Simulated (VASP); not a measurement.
# As (P6_3/mmc) in VASP: a series of runs, part 2 of 2

VASP 6.6.1. Earlier steps stand in the parts before.

### Step 3. Single point, PBEsol (volume scaled by 0.88)

The input, INCAR:

```
PREC     = Accurate       # precision mode
ENCUT    = 520            # plane-wave cutoff, eV
EDIFF    = 1E-6           # SCF threshold, eV
ISMEAR   = -1             # smearing method
SIGMA    = 0.1            # smearing width, eV
LREAL    = F              # projectors in reciprocal space
LASPH    = T              # aspherical terms in the spheres
NELM     = 100            # most SCF steps
ALGO     = Normal         # electronic algorithm
ISIF     = 2              # what is computed and relaxed
LWAVE    = F              # write WAVECAR
LCHARG   = F              # write CHGCAR
GGA      = PS             # functional
NBANDS   = 12             # bands
```

The input, KPOINTS:

```
Automatic mesh
0
Gamma
  13 13 8
```

The input, POSCAR:

```
As
1.0
    2.9022008434      0.0000000000      0.0000000000
   -1.4511004217      2.5133796573      0.0000000000
    0.0000000000      0.0000000000      4.4351697889
As
2
Direct
    0.3333333333      0.6666666667      0.2500000000
    0.6666666667      0.3333333333      0.7500000000
```

Potentials or basis: VASP PAW PBE potentials, release 64 (As).

On the command line:

```
$ cat potpaw_PBE.64/As/POTCAR > POTCAR
$ mpirun -np 1 vasp_std > vasp.out
```

It took 40 s on 1 thread of Intel Xeon 8259CL, shared host; peak memory 0.17 GiB.

It converged, with:

```
Free energy            : -9.1512 eV
Pressure               : 15.8 GPa
Band gap on the k mesh : zero (band 5 reaches 13.57 eV, above the bottom of band 6 at 4.11 eV)
```

Stress tensor (GPa, compression positive):
```
15.97  0.00  0.00
 0.00 15.97  0.00
 0.00  0.00 15.50
```

Levels at points of the mesh, in eV from the Fermi level:
| k point | band 3 | band 4 | band 5 | band 6 | band 7 | band 8 |
| --- | --- | --- | --- | --- | --- | --- |
| (0.00, 0.00, 0.00) | -7.79 | 3.97 | 3.97 | 6.33 | 6.33 | 8.39 |
| (0.00, 0.00, 0.50) | 0.22 | 0.22 | 5.22 | 5.22 | 5.22 | 5.22 |

Caveat: the PAW data sets were made with another functional, which shifts forces and pressure a little.

### Step 4. Single point, PBEsol (volume scaled by 0.92)

The input, INCAR:

```
PREC = Accurate
ENCUT = 520
EDIFF = 1E-6
ISMEAR = -1
SIGMA = 0.1
LREAL = F
LASPH = T
NELM = 80
ALGO = Normal
ISIF = 2
LWAVE = F
LCHARG = T
GGA = PS
LELF = T
LVHAR = T
NBANDS = 12
```

The input, KPOINTS:

```
regular mesh
0
Gamma
  13 13 8
```

The input, POSCAR:

```
As
1.0
    2.9455236610      0.0000000000      0.0000000000
   -1.4727618305      2.5508983179      0.0000000000
    0.0000000000      0.0000000000      4.5013761137
As
2
Direct
    0.3333333333      0.6666666667      0.2500000000
    0.6666666667      0.3333333333      0.7500000000
```

On the command line:

```
$ cat potpaw_PBE.64/As/POTCAR > POTCAR
$ mpirun -np 1 vasp_std > vasp.out
```

It took 38 s on 1 thread of Intel Xeon 8259CL, shared host; peak memory 0.18 GiB.

It converged, with:

```yaml
Free_energy: -9.2663 eV
Pressure: 9.5 GPa
Band_gap_on_the_k_mesh: zero (band 5 reaches 12.71 eV, above the bottom of band 6 at 3.77 eV)
```

Stress tensor (GPa, compression positive):
```
9.55 0.00 0.00
0.00 9.55 0.00
0.00 0.00 9.31
```

Levels at points of the mesh, in eV from the Fermi level:
```csv
k point,band 1,band 2,band 3,band 4,band 5,band 6,band 7,band 8,band 9,band 10
"(0.00, 0.00, 0.00)",-16.26,-10.18,-7.44,3.76,3.76,6.01,6.01,7.90,9.06,11.80
"(0.00, 0.00, 0.50)",-14.45,-14.45,0.14,0.14,4.93,4.93,4.93,4.93,10.67,10.67
```

Caveat: the PAW data sets were made with another functional, which shifts forces and pressure a little.

### Step 5. Single point, PBEsol (volume scaled by 0.96)

The input, INCAR:

```
  PREC = Accurate
  ENCUT = 520
  EDIFF = 1E-6
  ISMEAR = -1
  SIGMA = 0.1
  LREAL = False
  LASPH = True
  NELM = 80
  ALGO = Normal
  ISIF = 2
  LWAVE = False
  LCHARG = True
  GGA = PS
  LELF = True
  LVHAR = True
  NBANDS = 12
```

KPOINTS is that of step 4.

The input, POSCAR:

```
As
1.0
    2.9876082563      0.0000000000      0.0000000000
   -1.4938041281      2.5873446465      0.0000000000
    0.0000000000      0.0000000000      4.5656901760
As
2
Direct
    0.3333333333      0.6666666667      0.2500000000
    0.6666666667      0.3333333333      0.7500000000
```

On the command line:

```
$ cat potpaw_PBE.64/As/POTCAR > POTCAR
$ mpirun -np 1 vasp_std > vasp.out
```

Wall time 38 s (1 thread of Intel Xeon 8259CL, shared host); peak memory 0.18 GiB.

It converged, with:

```
Free energy            : -9.3292 eV
Pressure               : 4.4 GPa
Band gap on the k mesh : zero (band 5 reaches 11.93 eV, above the bottom of band 6 at 3.46 eV)
```

Stress tensor (GPa, compression positive):
```
4.31 0.00 0.00
0.00 4.31 0.00
0.00 0.00 4.56
```

Levels at points of the mesh, in eV from the Fermi level:
```csv
k point,band 2,band 3,band 4,band 5,band 6,band 7,band 8,band 9
"(0.00, 0.00, 0.00)",-10.09,-7.11,3.56,3.56,5.71,5.71,7.45,8.81
"(0.00, 0.00, 0.50)",-14.10,0.06,0.06,4.67,4.67,4.67,4.67,10.41
```

Caveat: the PAW data sets were made with another functional, which shifts forces and pressure a little.

### Step 6. Single point, PBEsol

The input, INCAR:

```
SYSTEM = As
PREC = Accurate
ENCUT = 520
EDIFF = 1E-6
ISMEAR = -1
SIGMA = 0.1
LREAL = .False.
LASPH = .True.
NELM = 60
ALGO = Normal
ISIF = 2
LWAVE = .False.
LCHARG = .False.
GGA = PS
NBANDS = 12
```

The input, KPOINTS:

```
regular mesh
0
Gamma
  13 13 8
  0 0 0
```

The input, POSCAR:

```
As
1.0
    3.0285394831      0.0000000000      0.0000000000
   -1.5142697415      2.6227921287      0.0000000000
    0.0000000000      0.0000000000      4.6282416499
As
2
Direct
    0.3333333333      0.6666666667      0.2500000000
    0.6666666667      0.3333333333      0.7500000000
```

Potentials or basis: VASP PAW PBE potentials, release 64 (As).

On the command line:

```
$ cat potpaw_PBE.64/As/POTCAR > POTCAR
$ mpirun -np 1 vasp_std > vasp.out
```

OUTCAR:

```text
SYSTEM = As
   PREC = Accurate
   ENCUT = 520
   EDIFF = 1E-6
   ISMEAR = -1
   LREAL = .False.
   LASPH = .True.
   NELM = 60
   ISIF = 2
   GGA = PS

 ion  position               nearest neighbor table
   1  0.333  0.667  0.250-   2 2.90   2 2.90   2 2.90   2 2.90   2 2.90   2 2.90
   2  0.667  0.333  0.750-   1 2.90   1 2.90   1 2.90   1 2.90   1 2.90   1 2.90

  LATTYP: Found a hexagonal cell.
 ALAT       =     3.0285394831
 C/A-ratio  =     1.5282091172

  Lattice vectors:

 A1 = (   3.0285394831,   0.0000000000,   0.0000000000)
 A2 = (  -1.5142697415,   2.6227921287,   0.0000000000)
 A3 = (   0.0000000000,   0.0000000000,   4.6282416499)

Analysis of symmetry for initial positions (statically):
=====================================================================
 Subroutine PRICEL returns:
 Original cell was already a primitive cell.

 Routine SETGRP: Setting up the symmetry group for a
 hexagonal supercell.

 Subroutine GETGRP returns: Found 24 space group operations
 (whereof 12 operations were pure point group operations)
 out of a pool of 24 trial point group operations.

The static configuration has the point symmetry D_3d.
[... 179 lines left out ...]
      6      12.2029      0.00000
      7      12.2029      0.00000
      8      13.8168      0.00000
      9      15.3575      0.00000
     10      18.2333      0.00000
     11      18.8179      0.00000
     12      18.8179      0.00000
[... 331 lines left out ...]
 k-point    24 :       0.1538    0.0000    0.1250
  band No.  band energies     occupation
      1      -8.0830      2.00000
      2      -3.4626      2.00000
      3       1.2454      2.00000
      4       6.9971      0.18991
      5       9.0245      0.00000
      6      10.0539      0.00000
      7      12.1569      0.00000
      8      12.4085      0.00000
      9      15.3202      0.00000
     10      18.3750      0.00000
     11      18.7321      0.00000
     12      19.2333      0.00000

 [... further k-points ...]

------------------------ aborting loop because EDIFF is reached ----------------------------------------

  FORCE on cell =-STRESS in cart. coord.  units (eV):
  Direction    XX          YY          ZZ          XY          YZ          ZX
  --------------------------------------------------------------------------------------
  -------------------------------------------------------------------------------------
  Total        0.0146296      0.0146296      0.1814930      0.0000000      0.0000000     -0.0000000
  in kB        0.6375734      0.6375734      7.9096520      0.0000000      0.0000000     -0.0000000
  external PRESSURE =       3.0615996 kB  Pullay stress =       0.0000000 kB

 VOLUME and BASIS-vectors are now :
 -----------------------------------------------------------------------------
  energy-cutoff  :      520.00
  volume of cell :       36.76
      direct lattice vectors                 reciprocal lattice vectors
     3.028539483  0.000000000  0.000000000     0.330192162  0.190636534  0.000000000
    -1.514269741  2.622792129  0.000000000     0.000000000  0.381273067  0.000000000
     0.000000000  0.000000000  4.628241650     0.000000000  0.000000000  0.216064777

 POSITION                                       TOTAL-FORCE (eV/Angst)
 -----------------------------------------------------------------------------------
     -0.00000      1.74853      1.15706        -0.000000      0.000000      0.000000
      1.51427      0.87426      3.47118         0.000000      0.000000      0.000000
 -----------------------------------------------------------------------------------
    total drift:                               -0.000000      0.000000      0.000000

  FREE ENERGIE OF THE ION-ELECTRON SYSTEM (eV)
  ---------------------------------------------------
  free  energy   TOTEN  =        -9.3502007841 eV

  energy  without entropy=       -9.3131886179  energy(sigma->0) =       -9.33169470
```

Run time: 37 s. Hardware: 1 thread of Intel Xeon 8259CL, shared host; peak memory 0.17 GiB.

Results:

```yaml
Free_energy: -9.3502 eV
Pressure: 0.3 GPa
Band_gap_on_the_k_mesh: zero (band 5 reaches 11.20 eV, above the bottom of band 6 at 3.17 eV)
```

Levels at points of the mesh, in eV from the Fermi level:
```
           k point  band 2  band 3  band 4  band 5  band 6  band 7  band 8  band 9
(0.00, 0.00, 0.00)  -10.02   -6.81    3.38    3.38    5.43    5.43    7.05    8.59
(0.00, 0.00, 0.50)  -13.77   -0.01   -0.01    4.43    4.43    4.43    4.43   10.17
```

Caveat: the PAW data sets were made with another functional, which shifts forces and pressure a little.

### Step 7. The runs side by side

| cell | k mesh | gap on the mesh (eV) | pressure (GPa) |
| --- | --- | --- | --- |
| a = 3.029, b = 3.029, c = 4.628 Å, angles 90.0, 90.0, 120.0°, 2 atoms | 12 × 12 × 7 | none | 0.2 |
| a = 2.902, b = 2.902, c = 4.435 Å, angles 90.0, 90.0, 120.0°, 2 atoms | 13 × 13 × 8 | none | 15.8 |
| a = 2.946, b = 2.946, c = 4.501 Å, angles 90.0, 90.0, 120.0°, 2 atoms | 13 × 13 × 8 | none | 9.5 |
| a = 2.988, b = 2.988, c = 4.566 Å, angles 90.0, 90.0, 120.0°, 2 atoms | 13 × 13 × 8 | none | 4.4 |
| a = 3.029, b = 3.029, c = 4.628 Å, angles 90.0, 90.0, 120.0°, 2 atoms | 13 × 13 × 8 | none | 0.3 |

Alike in all rows: task single point; level PBEsol; potentials or basis VASP PAW PBE potentials, release 64 (As); no spin polarisation; cutoff (eV) 520; smearing fermi-dirac 0.1 eV.

Caveats: the PAW data sets were made with another functional, which shifts forces and pressure a little.

Total energies depend on the potentials used, so only differences within one code and one set of settings carry meaning.
